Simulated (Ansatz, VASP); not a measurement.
# GaP in VASP and in Ansatz

```
CELL_PARAMETERS angstrom
0.00000 2.74330 2.74330
2.74330 0.00000 2.74330
2.74330 2.74330 0.00000
ATOMIC_POSITIONS crystal
Ga 0.00000 0.00000 0.00000
P 0.75000 0.75000 0.75000
```

Change from the starting cell: volume scaled by 1.02.

Alike in both runs: task single point; functional LDA; k mesh 8 × 8 × 8; occupations fermi-dirac, width 0.05 eV; no spin polarisation.

```csv
,VASP,Ansatz
version,VASP 6.6.1,Ansatz 0.2.0
potentials or method,"VASP PAW LDA potentials, release 64 (Ga_d, P), cutoff 520 eV","all-electron LAPW, scalar-relativistic"
```

|  | VASP | Ansatz | Ansatz less VASP |
| --- | --- | --- | --- |
| gap on the k mesh at the Fermi level (eV) | 1.45 | 1.44 | -0.017 |
| least direct gap on the mesh (eV) | 1.47 | 1.44 | -0.031 |
| pressure (GPa) | -4.1 | -4.2 | -0.05 |

LDA's correlation is that of Perdew and Zunger in VASP and of Perdew and Wang (1992) in Ansatz. Ansatz ran all-electron here, and VASP with PAW potentials.
